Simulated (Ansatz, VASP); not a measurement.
NaH: VASP beside Ansatz

```xyz
2
Lattice="0.0000 2.4615 2.4615 2.4615 0.0000 2.4615 2.4615 2.4615 0.0000" Properties=species:S:1:pos:R:3 pbc="T T T"
Na    0.0000    0.0000    0.0000
H     2.4615    2.4615    2.4615
```

Alike in both runs: task single point; functional PBE; k mesh 8 × 8 × 8; no spin polarisation.

```csv
,VASP,Ansatz
version,VASP 6.6.1,Ansatz 0.2.0
potentials or method,"VASP PAW PBE potentials, release 64 (Na_pv, H), cutoff 520 eV","plane waves, PAW"
occupations,"gaussian, width 0.01 eV",fixed
valence electrons in the cell,8,10
```

```tsv
	VASP	Ansatz	Ansatz less VASP
pressure (GPa)	-1.2	-1.2	+0.04
```

VASP's potentials hold 8 valence electrons a cell and Ansatz's 10, so a difference there can come from the potentials and not from the codes.
